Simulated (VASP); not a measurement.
# SnTe (NiAs type) (P6_3/mmc) in VASP: relaxation of cell and atoms with PBE

Aim: the relaxation of cell and atoms of SnTe (NiAs type) with PBE.

Program: VASP 6.6.1. These are calculated values, not measurements. Logs are shortened: lines on timing, memory, paths and dates and some standing lists are left out, and cuts for length are marked.

### Step 1. The cell of the first run

It takes space group P6_3/mmc (No. 194, hexagonal). Conventional cell: a = 4.385 Å, b = 4.385 Å, c = 6.796 Å, α = 90.00°, β = 90.00°, γ = 120.00°. Sn (site symmetry -3m) has 6 Te at 3.05 Å and 2 Sn at 3.40 Å within 4.0 Å. Within 4.0 Å of Te (site symmetry -6m2) lie 6 Sn at 3.05 Å.

### Step 2. Relaxation of cell and atoms, PBE, target pressure 8.5 GPa, at which the enthalpy is minimised

INCAR reads:

```
SYSTEM = SnTe
PREC = Accurate
ENCUT = 600
EDIFF = 1E-6
ISMEAR = -1
SIGMA = 0.1
LREAL = .FALSE.
LASPH = .TRUE.
NELM = 100
ALGO = Normal
ISIF = 3
LWAVE = .FALSE.
LCHARG = .FALSE.
GGA = PE
IBRION = 2
NSW = 60
EDIFFG = -0.005
PSTRESS = 85.0
```

KPOINTS reads:

```
Automatic mesh
0
G
  9 9 5
  0 0 0
```

POSCAR reads:

```
SnTe
1.0
    4.3846302024      0.0000000000      0.0000000000
   -2.1923151012      3.7972011415      0.0000000000
    0.0000000000      0.0000000000      6.7961768137
Sn Te
2 2
Direct
    0.0000000000      0.0000000000      0.0000000000
    0.0000000000      0.0000000000      0.5000000000
    0.3333333333      0.6666666667      0.2500000000
    0.6666666667      0.3333333333      0.7500000000
```

Potentials or basis: VASP PAW PBE potentials, release 64 (Sn_d, Te).

The run is started by

```sh
> cat potpaw_PBE.64/Sn_d/POTCAR potpaw_PBE.64/Te/POTCAR > POTCAR
> mpirun -np 1 vasp_std > vasp.out
```

OUTCAR:

```text
SYSTEM = SnTe
   PREC = Accurate
   ENCUT = 600
   EDIFF = 1E-6
   ISMEAR = -1
   LREAL = .FALSE.
   LASPH = .TRUE.
   NELM = 100
   ISIF = 3
   GGA = PE
   IBRION = 2
   NSW = 60
   EDIFFG = -0.005
   PSTRESS = 85.0

 ion  position               nearest neighbor table
   1  0.000  0.000  0.000-   3 3.05   4 3.05   4 3.05   3 3.05   4 3.05   3 3.05   2 3.40   2 3.40

   2  0.000  0.000  0.500-   3 3.05   4 3.05   4 3.05   3 3.05   4 3.05   3 3.05   1 3.40   1 3.40

   3  0.333  0.667  0.250-   1 3.05   2 3.05   1 3.05   2 3.05   1 3.05   2 3.05
   4  0.667  0.333  0.750-   1 3.05   2 3.05   1 3.05   2 3.05   1 3.05   2 3.05

  LATTYP: Found a hexagonal cell.
 ALAT       =     4.3846302024
 C/A-ratio  =     1.5500000000

  Lattice vectors:

 A1 = (   4.3846302024,   0.0000000000,   0.0000000000)
 A2 = (  -2.1923151012,   3.7972011415,   0.0000000000)
 A3 = (   0.0000000000,   0.0000000000,   6.7961768137)

Analysis of symmetry for initial positions (statically):
=====================================================================
 Subroutine PRICEL returns:
 Original cell was already a primitive cell.

 Routine SETGRP: Setting up the symmetry group for a
 hexagonal supercell.

 Subroutine GETGRP returns: Found 24 space group operations
 (whereof 12 operations were pure point group operations)
 out of a pool of 24 trial point group operations.

The static configuration has the point symmetry D_3d.
 The point group associated with its full space group is D_6h.

Analysis of symmetry for dynamics (positions and initial velocities):
=====================================================================
 Subroutine PRICEL returns:
 Original cell was already a primitive cell.

 Routine SETGRP: Setting up the symmetry group for a
 hexagonal supercell.

 Subroutine GETGRP returns: Found 24 space group operations
 (whereof 12 operations were pure point group operations)
 out of a pool of 24 trial point group operations.

The dynamic configuration has the point symmetry D_3d.
 The point group associated with its full space group is D_6h.

 Subroutine INISYM returns: Found 24 space group operations
 (whereof 12 operations are pure point group operations),
 and found     1 'primitive' translations

----------------------------------------------------------------------------------------

                                     Primitive cell

  volume of cell :     113.1517

  direct lattice vectors                    reciprocal lattice vectors
     4.384630202  0.000000000  0.000000000     0.228069405  0.131675932  0.000000000
    -2.192315101  3.797201141  0.000000000     0.000000000  0.263351864  0.000000000
     0.000000000  0.000000000  6.796176814     0.000000000  0.000000000  0.147141551

  length of vectors
     4.384630202  4.384630202  6.796176814     0.263351864  0.263351864  0.147141551

  position of ions in fractional coordinates (direct lattice)
     0.000000000  0.000000000  0.000000000
     0.000000000  0.000000000  0.500000000
     0.333333333  0.666666667  0.250000000
     0.666666667  0.333333333  0.750000000

  ion indices of the primitive-cell ions
   primitive index   ion index
                 1           1
                 2           2
                 3           3
                 4           4

----------------------------------------------------------------------------------------

 KPOINTS: Automatic mesh

Automatic generation of k-mesh.
 Grid dimensions read from file:
 generate k-points for:    9    9    5

 Generating k-lattice:

  Cartesian coordinates                     Fractional coordinates (reciprocal lattice)
     0.025341045  0.014630659  0.000000000     0.111111111  0.000000000  0.000000000
     0.000000000  0.029261318  0.000000000     0.000000000  0.111111111  0.000000000
     0.000000000  0.000000000  0.029428310     0.000000000  0.000000000  0.200000000

  Length of vectors
     0.029261318  0.029261318  0.029428310

  Shift w.r.t. Gamma in fractional coordinates (k-lattice)
     0.000000000  0.000000000  0.000000000

 Subroutine IBZKPT returns following result:
 ===========================================

 Found     36 irreducible k-points:

 Following reciprocal coordinates:
            Coordinates               Weight
  0.000000  0.000000  0.000000      1.000000
  0.111111 -0.000000  0.000000      6.000000
  0.222222 -0.000000  0.000000      6.000000
  0.333333 -0.000000  0.000000      6.000000
  0.444444 -0.000000  0.000000      6.000000
  0.111111  0.111111  0.000000      6.000000
[... 16 lines left out ...]
  0.333333  0.222222  0.200000     24.000000
  0.333333  0.333333  0.200000      4.000000
 [... further k-points ...]
   k-points           NKPTS =     36   k-points in BZ     NKDIM =     36   number of bands    NBANDS=     24
   number of dos      NEDOS =    301   number of ions     NIONS =      4
   total plane-waves  NPLWV =  69984
   dimension x,y,z NGX =    36 NGY =   36 NGZ =   54
   dimension x,y,z NGXF=    72 NGYF=   72 NGZF=  108
   ions per type =               2   2
   NGX,Y,Z   is equivalent  to a cutoff of  13.65, 13.65, 13.21 a.u.
   NGXF,Y,Z  is equivalent  to a cutoff of  27.30, 27.30, 26.42 a.u.
 SYSTEM =  SnTe
   PREC   = accura    normal or accurate (medium, high low for compatibility)
   ISTART =      0    job   : 0-new  1-cont  2-samecut
   ICHARG =      2    charge: 1-file 2-atom 10-const
   ISPIN  =      1    spin polarized calculation?
   LNONCOLLINEAR =      F non collinear calculations
   LSORBIT =      F    spin-orbit coupling
   LASPH  =      T    aspherical Exc in radial PAW
   ENCUT  =  600.0 eV  44.10 Ry    6.64 a.u.   8.76  8.76 13.57*2*pi/ulx,y,z
   NELM   =    100;   NELMIN=  2; NELMDL= -5     # of ELM steps
   EDIFF  = 0.1E-05   stopping-criterion for ELM
   LREAL  =      F    real-space projection
   EDIFFG = -.5E-02   stopping-criterion for IOM
   NSW    =     60    number of steps for IOM
   IBRION =      2    ionic relax: 0-MD 1-quasi-New 2-CG
   NFREE  =      1    steps in history (QN), initial steepest desc. (CG)
   ISIF   =      3    stress and relaxation
   ISYM   =      2    0-nonsym 1-usesym 2-fastsym
   POTIM  = 0.5000    time-step for ionic-motion
   TEBEG  =    0.0;   TEEND  =   0.0 temperature during run
   PSTRESS=   85.0 pullay stress
   NELECT =      40.0000    total number of electrons
   NUPDOWN=      -1.0000    fix difference up-down
   EMIN   =  10.00;   EMAX   =-10.00  energy-range for DOS
   EFERMI =   0.00;   METHOD = LEGACY
   ISMEAR =    -1;   SIGMA  =   0.10  broadening in eV -4-tet -1-fermi 0-gaus
   EFERMI_NEDOS =   21; number of points for ismear=-14 and -15
   IALGO  =     38    algorithm
   IMIX   =      4    mixing-type and parameters
     AMIX     =   0.40;   BMIX     =  1.00
     AMIX_MAG =   1.60;   BMIX_MAG =  1.00
  volume/ion in A,a.u.               =      28.29       190.90
  Fermi-wavevector in a.u.,A,eV,Ry     =   1.157554  2.187459 18.230857  1.339930
  Thomas-Fermi vector in A             =   2.294164
   LORBIT       =      0    0 simple, 1 ext, 2 COOP (PROOUT), +10 PAW based schemes
   GGA     = PE    functional components
   LHFCALC =     F    Hartree Fock is set to
   AEXX    =    0.0000 exact exchange contribution
   IVDW    =     0    specifies the selected vdW correction
   LEPSILON=     F    determine dielectric tensor
   LRPA    =     F    only Hartree local field effects (RPA)
 conjugate gradient relaxation of ions
 non-spin polarized calculation
  energy-cutoff  :      600.00
  volume of cell :      113.15
 maximum number of plane-waves:      3807
 NGX is ok and might be reduce to    36
   NGX = 17   NGY = 17   NGZ = 27

--------------------------------------- Ionic step        1  -------------------------------------------

 number of electron      39.9999998 magnetization

 Free energy of the ion-electron system (eV)
  ---------------------------------------------------
  ext. energy  EPLUGINS =         0.00000000
  ---------------------------------------------------
  free energy    TOTEN  =       -14.20161980 eV

  energy without entropy =      -14.16594842  energy(sigma->0) =      -14.18378411

------------------------ aborting loop because EDIFF is reached ----------------------------------------

  FORCE on cell =-STRESS in cart. coord.  units (eV):
  Direction    XX          YY          ZZ          XY          YZ          ZX
  --------------------------------------------------------------------------------------
  -------------------------------------------------------------------------------------
  Total        6.5265880      6.5265880      8.9315482      0.0000000      0.0000000      0.0000000
  in kB       92.4135246     92.4135246    126.4666708      0.0000000      0.0000000      0.0000000
  external PRESSURE =      18.7645734 kB  Pullay stress =      85.0000000 kB
[... 99 lines left out ...]
  FREE ENERGIE OF THE ION-ELECTRON SYSTEM (eV)
  ---------------------------------------------------
  free  energy   TOTEN  =       -14.5009014203 eV

  energy  without entropy=      -14.4685964087  energy(sigma->0) =      -14.48474891

  enthalpy is  TOTEN    =        -8.2450590164 eV   P V=        6.2558424039

 E-fermi :   7.9740     XC(G=0):  -9.9001

 val. band max:        7.8618380217   @ k =   0.4444  -0.0000   0.0000
 cond. band min:       8.0316323316   @ k =   0.1111  -0.0000   0.4000
 fundamental gap:      0.1697943099
 Fermi energy:         7.9739553918

 k-point     1 :       0.0000    0.0000    0.0000
  band No.  band energies     occupation
      1     -13.9514      2.00000
      2     -13.9464      2.00000
      3     -13.9464      2.00000
      4     -13.9390      2.00000
      5     -13.9390      2.00000
      6     -13.9279      2.00000
[... 637 lines left out ...]
     23      10.5926      0.00000
     24      11.7669      0.00000

 [... further k-points ...]

[... ionic steps 4 to 10 ...]

--------------------------------------- Ionic step       11  -------------------------------------------

 number of electron      39.9999981 magnetization

------------------------ aborting loop because EDIFF is reached ----------------------------------------

  FORCE on cell =-STRESS in cart. coord.  units (eV):
  Direction    XX          YY          ZZ          XY          YZ          ZX
  --------------------------------------------------------------------------------------
  -------------------------------------------------------------------------------------
  Total        5.9367902      5.9367902      6.0197768      0.0000000      0.0000000      0.0000000
  in kB       85.0824250     85.0824250     86.2717378      0.0000000      0.0000000      0.0000000
  external PRESSURE =       0.4788626 kB  Pullay stress =      85.0000000 kB
[... 65 lines left out ...]
  enthalpy is  TOTEN    =        -8.4910891523 eV   P V=        5.9287567381

--------------------------------------- Ionic step       13  -------------------------------------------

 number of electron      39.9999980 magnetization

 Free energy of the ion-electron system (eV)
  ---------------------------------------------------
  ext. energy  EPLUGINS =         0.00000000
  ---------------------------------------------------
  free energy    TOTEN  =       -14.41881794 eV

  energy without entropy =      -14.39188981  energy(sigma->0) =      -14.40535387

 E-fermi :   8.3497     XC(G=0): -10.0369

 val. band max:        8.2057843437   @ k =   0.4444  -0.0000   0.0000
 cond. band min:       8.3611551330   @ k =   0.4444   0.1111   0.2000
 fundamental gap:      0.1553707893
 Fermi energy:         8.3496992453

 k-point     1 :       0.0000    0.0000    0.0000
  band No.  band energies     occupation
      1     -13.5993      2.00000
      2     -13.5940      2.00000
      3     -13.5940      2.00000
      4     -13.5859      2.00000
      5     -13.5859      2.00000
      6     -13.5730      2.00000
[... 637 lines left out ...]
     23      10.9932      0.00000
     24      12.1050      0.00000

 [... further k-points ...]

------------------------ aborting loop because EDIFF is reached ----------------------------------------

  FORCE on cell =-STRESS in cart. coord.  units (eV):
  Direction    XX          YY          ZZ          XY          YZ          ZX
  --------------------------------------------------------------------------------------
  -------------------------------------------------------------------------------------
  Total        5.9362682      5.9362682      5.9310963      0.0000000      0.0000000      0.0000000
  in kB       85.1224890     85.1224890     85.0483264      0.0000000      0.0000000      0.0000000
  external PRESSURE =       0.0977681 kB  Pullay stress =      85.0000000 kB
[... 19 lines left out ...]
  FREE ENERGIE OF THE ION-ELECTRON SYSTEM (eV)
  ---------------------------------------------------
  free  energy   TOTEN  =       -14.4188179394 eV

  energy  without entropy=      -14.3918898084  energy(sigma->0) =      -14.40535387

  enthalpy is  TOTEN    =        -8.4910918215 eV   P V=        5.9277261179

 reached required accuracy - stopping structural energy minimisation
```

Run time: 13 min. Hardware: 1 thread of Intel Xeon Platinum 8488C (Sapphire Rapids), shared host; peak memory 0.33 GiB.

Results:

| Property | Result |
| --- | --- |
| Free energy | -14.4188 eV |
| Relaxed volume | 27.93 Å³/atom |
| Relaxed cell | a = 4.022 Å, b = 4.022 Å, c = 7.977 Å, α = 90.00°, β = 90.00°, γ = 120.00° |
| Space group after relaxing (to 0.1 Å) | P6_3/mmc (No. 194) |
| Energy change on relaxing (the run minimises the enthalpy) | -54.3 meV/atom |
| Ionic steps | 13 |
| Pressure after relaxing | 8.5 GPa |
| Band gap on the k mesh | zero (bands 20 and 21 overlap by 1.52 eV) |

The path:
```csv
step,energy change (eV),largest force (eV/Å),pressure (GPa),volume (Å³)
1,0.0000,0.0000,10.38,113.15
2,-0.3362,0.0000,6.88,118.63
3,-0.2993,0.0000,7.28,117.92
4,-0.3470,0.0000,7.30,117.59
5,-0.3954,0.0000,6.95,115.79
6,0.3109,0.0000,6.68,108.92
7,-0.3706,0.0000,6.73,114.96
8,0.1529,0.0000,12.75,106.09
9,-0.2288,0.0000,8.51,111.96
10,-0.2254,0.0000,8.58,111.90
11,-0.2204,0.0000,8.55,111.80
12,-0.2182,0.0000,8.52,111.75
13,-0.2172,0.0000,8.51,111.73
```

Final structure:
```
Sn Te
1.0
     4.02158    0.00000    0.00000
    -2.01079    3.48279    0.00000
     0.00000    0.00000    7.97728
Sn Te
2 2
Cartesian
  -2.0108 3.4828 7.9773
  0.0000 0.0000 3.9886
  0.0000 2.3219 1.9943
  2.0108 1.1609 5.9830
```

Levels at points of the mesh, in eV from the Fermi level:
```csv
k point,band 18,band 19,band 20,band 21,band 22,band 23
"(0.00, 0.00, 0.00)",-1.10,-1.10,1.00,2.05,2.26,2.26
```

Caveat: the cell is relaxed towards a set pressure, so the run minimises the enthalpy, not the energy; a cell axis changed by over 15 % at a fixed basis, so the end point is rough; spin-orbit coupling is left out, which moves the levels of the heavy elements.

The gap in the log of VASP goes by the Fermi energy; the results here count the filled bands.